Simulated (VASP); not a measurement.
# Sn3Se (Pm-3m) in VASP: further runs, part 3 of 3

VASP 6.6.1.

## (6) Single point, r2SCAN

This run uses another cell than the first one, of 28.52 Å³/atom, 1.126 times its volume.

Contents of POSCAR:

```
Sn3Se
1.0
    4.8500370955      0.0000000000      0.0000000000
    0.0000000000      4.8500370955      0.0000000000
    0.0000000000      0.0000000000      4.8500370955
Sn Se
3 1
Direct
    0.0000000000      0.5000000000      0.5000000000
    0.5000000000      0.0000000000      0.5000000000
    0.5000000000      0.5000000000      0.0000000000
    0.0000000000      0.0000000000      0.0000000000
```

Contents of INCAR.step1:

```
SYSTEM = Sn3Se
ALGO = Normal
EDIFF = 1E-4
ENCUT = 520
GGA = PE
ISMEAR = 1
LASPH = .True.
LCHARG = .False.
LREAL = .False.
LWAVE = .True.
NBANDS = 32
NELM = 100
PREC = Accurate
SIGMA = 0.15
```

Contents of INCAR.step2:

```
SYSTEM = Sn3Se
ALGO = Normal
EDIFF = 1E-6
ENCUT = 520
ISIF = 2
ISMEAR = 1
ISTART = 1
LASPH = .True.
LCHARG = .True.
LELF = .True.
LMIXTAU = .True.
LREAL = .False.
LVHAR = .True.
LWAVE = .False.
METAGGA = R2SCAN
NBANDS = 32
NELM = 100
PREC = Accurate
SIGMA = 0.15
```

Contents of KPOINTS:

```
k-points
0
Gamma
  5 5 5
  0 0 0
```

Potentials or basis: VASP PAW PBE potentials, release 64 (Sn_d, Se).

On the command line:

```sh
> cat potpaw_PBE.64/Sn_d/POTCAR potpaw_PBE.64/Se/POTCAR > POTCAR
> cp INCAR.step1 INCAR
> mpirun -np 1 vasp_std > vasp.out
> cp INCAR.step2 INCAR
> mpirun -np 1 vasp_std > vasp.out
```

OUTCAR:

```text
SYSTEM = Sn3Se
   EDIFF = 1E-6
   ENCUT = 520
   ISIF = 2
   ISMEAR = 1
   ISTART = 1
   LASPH = .True.
   LREAL = .False.
   METAGGA = R2SCAN
   NELM = 100
   PREC = Accurate

 ion  position               nearest neighbor table
   1  0.000  0.500  0.500-   2 3.43   3 3.43   3 3.43   2 3.43   2 3.43   3 3.43   3 3.43   2 3.43

   2  0.500  0.000  0.500-   1 3.43   3 3.43   3 3.43   1 3.43   3 3.43   3 3.43   1 3.43   1 3.43

   3  0.500  0.500  0.000-   1 3.43   2 3.43   1 3.43   2 3.43   2 3.43   2 3.43   1 3.43   1 3.43

   4  0.000  0.000  0.000-

  LATTYP: Found a simple cubic cell.
 ALAT       =     4.8500370955

  Lattice vectors:

 A1 = (   4.8500370955,   0.0000000000,   0.0000000000)
 A2 = (   0.0000000000,   4.8500370955,   0.0000000000)
 A3 = (   0.0000000000,   0.0000000000,   4.8500370955)

Analysis of symmetry for initial positions (statically):
=====================================================================
 Subroutine PRICEL returns:
 Original cell was already a primitive cell.

 Routine SETGRP: Setting up the symmetry group for a
 simple cubic supercell.

 Subroutine GETGRP returns: Found 48 space group operations
 (whereof 48 operations were pure point group operations)
 out of a pool of 48 trial point group operations.

The static configuration has the point symmetry O_h .

Analysis of symmetry for dynamics (positions and initial velocities):
=====================================================================
 Subroutine PRICEL returns:
 Original cell was already a primitive cell.

 Routine SETGRP: Setting up the symmetry group for a
 simple cubic supercell.

 Subroutine GETGRP returns: Found 48 space group operations
 (whereof 48 operations were pure point group operations)
 out of a pool of 48 trial point group operations.
[... 104 lines left out ...]
   EFERMI =   0.00;   METHOD = LEGACY
   ISMEAR =     1;   SIGMA  =   0.15  broadening in eV -4-tet -1-fermi 0-gaus
   EFERMI_NEDOS =   21; number of points for ismear=-14 and -15
   IALGO  =     38    algorithm
   IMIX   =      4    mixing-type and parameters
     AMIX     =   0.40;   BMIX     =  1.00
     AMIX_MAG =   1.60;   BMIX_MAG =  1.00
  volume/ion in A,a.u.               =      28.52       192.47
  Fermi-wavevector in a.u.,A,eV,Ry     =   1.226715  2.318154 20.474436  1.504829
  Thomas-Fermi vector in A             =   2.361705
   LORBIT       =      0    0 simple, 1 ext, 2 COOP (PROOUT), +10 PAW based schemes
   METAGGA = R2SCAN    functional components
   LHFCALC =     F    Hartree Fock is set to
   AEXX    =    0.0000 exact exchange contribution
   IVDW    =     0    specifies the selected vdW correction
   LEPSILON=     F    determine dielectric tensor
   LRPA    =     F    only Hartree local field effects (RPA)
 non-spin polarized calculation
 Methfessel and Paxton  Order N= 1 SIGMA  =   0.15
  energy-cutoff  :      520.00
  volume of cell :      114.09
 maximum number of plane-waves:      3084
   NGX = 19   NGY = 19   NGZ = 19

 number of electron      48.0000034 magnetization

 Free energy of the ion-electron system (eV)
  ---------------------------------------------------
  ext. energy  EPLUGINS =         0.00000000
  ---------------------------------------------------
  free energy    TOTEN  =       -87.65386825 eV

  energy without entropy =      -87.65728713  energy(sigma->0) =      -87.65500788

 E-fermi :   6.3886     XC(G=0): -10.5540

 val. band max:        6.3002358521   @ k =   0.0000   0.0000   0.0000
 cond. band min:       6.5757073219   @ k =   0.4000   0.2000   0.0000
 fundamental gap:      0.2754714698
 Fermi energy:         6.3886452792

 k-point     1 :       0.0000    0.0000    0.0000
  band No.  band energies     occupation
      1     -16.1200      2.00000
      2     -16.1200      2.00000
      3     -16.1180      2.00000
      4     -16.1180      2.00000
      5     -16.1180      2.00000
      6     -16.0543      2.00000
[... 339 lines left out ...]
     31      12.0739      0.00000
     32      14.2330      0.00000

------------------------ aborting loop because EDIFF is reached ----------------------------------------

  FORCE on cell =-STRESS in cart. coord.  units (eV):
  Direction    XX          YY          ZZ          XY          YZ          ZX
  --------------------------------------------------------------------------------------
  -------------------------------------------------------------------------------------
  Total       -2.2390031     -2.2390031     -2.2390031     -0.0000000     -0.0000000      0.0000000
  in kB      -31.4434436    -31.4434436    -31.4434436     -0.0000000     -0.0000000      0.0000000
  external PRESSURE =     -31.4434436 kB  Pullay stress =       0.0000000 kB

 VOLUME and BASIS-vectors are now :
 -----------------------------------------------------------------------------
  energy-cutoff  :      520.00
  volume of cell :      114.09
      direct lattice vectors                 reciprocal lattice vectors
     4.850037096  0.000000000  0.000000000     0.206183990  0.000000000  0.000000000
     0.000000000  4.850037096  0.000000000     0.000000000  0.206183990  0.000000000
     0.000000000  0.000000000  4.850037096     0.000000000  0.000000000  0.206183990

 POSITION                                       TOTAL-FORCE (eV/Angst)
 -----------------------------------------------------------------------------------
      0.00000      2.42502      2.42502         0.000000      0.000000      0.000000
      2.42502      0.00000      2.42502         0.000000      0.000000      0.000000
      2.42502      2.42502      0.00000         0.000000      0.000000      0.000000
      0.00000      0.00000      0.00000         0.000000      0.000000      0.000000
 -----------------------------------------------------------------------------------
    total drift:                                0.000000      0.000000      0.000000

  FREE ENERGIE OF THE ION-ELECTRON SYSTEM (eV)
  ---------------------------------------------------
  free  energy   TOTEN  =       -87.6538682516 eV

  energy  without entropy=      -87.6572871302  energy(sigma->0) =      -87.65500788
```

OUTCAR.step1:

```text
SYSTEM = Sn3Se
   EDIFF = 1E-4
   ENCUT = 520
   GGA = PE
   ISMEAR = 1
[... 564 lines left out ...]
      0.00000      2.42502      2.42502         0.000000      0.000000      0.000000
      2.42502      0.00000      2.42502         0.000000      0.000000      0.000000
      2.42502      2.42502      0.00000         0.000000      0.000000      0.000000
      0.00000      0.00000      0.00000         0.000000      0.000000      0.000000
 -----------------------------------------------------------------------------------
    total drift:                                0.000000      0.000000      0.000000

  FREE ENERGIE OF THE ION-ELECTRON SYSTEM (eV)
  ---------------------------------------------------
  free  energy   TOTEN  =       -14.7960275145 eV

  energy  without entropy=      -14.8017256648  energy(sigma->0) =      -14.79792690
```

OSZICAR.step1:

```text
N       E                     dE             d eps       ncg     rms          rms(c)
DAV:   1     0.443287547029E+03    0.44329E+03   -0.24237E+04   656   0.214E+03
DAV:   2     0.438493649967E+02   -0.39944E+03   -0.38705E+03   640   0.537E+02
DAV:   3    -0.122512739477E+02   -0.56101E+02   -0.54040E+02   728   0.172E+02
DAV:   4    -0.149342317244E+02   -0.26830E+01   -0.26293E+01   736   0.391E+01
DAV:   5    -0.150135098075E+02   -0.79278E-01   -0.79261E-01   896   0.735E+00    0.340E+00
DAV:   6    -0.148074282931E+02    0.20608E+00   -0.29700E-01   808   0.383E+00    0.201E+00
DAV:   7    -0.147993603983E+02    0.80679E-02   -0.96273E-02   792   0.155E+00    0.932E-01
DAV:   8    -0.147960100823E+02    0.33503E-02   -0.10769E-02   848   0.682E-01    0.134E-01
DAV:   9    -0.147959871623E+02    0.22920E-04   -0.22297E-03   728   0.337E-01    0.495E-02
DAV:  10    -0.147960275145E+02   -0.40352E-04   -0.21816E-04   616   0.130E-01
   1 F= -.14796028E+02 E0= -.14797927E+02  d E =0.569815E-02
```

It took 85 s on 1 thread of Intel Xeon 6975P-C, shared host; peak memory 0.22 GiB.

Results:

```yaml
Free_energy: -87.6539 eV
Pressure: -3.1 GPa
Band_gap_on_the_k_mesh: zero (band 24 reaches 7.42 eV, above the bottom of band 25 at 6.00 eV)
```

Caveat: the PAW data sets were made with another functional, which shifts forces and pressure a little; spin-orbit coupling is left out, which moves the levels of the heavy elements.

## (7) Summary

```tsv
cell	gap on the mesh (eV)	pressure (GPa)
a = 4.661 Å, 4 atoms	none	2.8
a = 4.710 Å, 4 atoms	none	1.0
a = 4.758 Å, 4 atoms	none	-0.6
a = 4.804 Å, 4 atoms	none	-2.0
a = 4.850 Å, 4 atoms	none	-3.1
```

Alike in all rows: task single point; level r2SCAN; potentials or basis VASP PAW PBE potentials, release 64 (Sn_d, Se); no spin polarisation; k mesh 5 × 5 × 5; cutoff (eV) 520; smearing methfessel-paxton 0.15 eV.

Caveats: the PAW data sets were made with another functional, which shifts forces and pressure a little; spin-orbit coupling is left out, which moves the levels of the heavy elements.

Absolute energies hang on the potentials; compare differences alone.
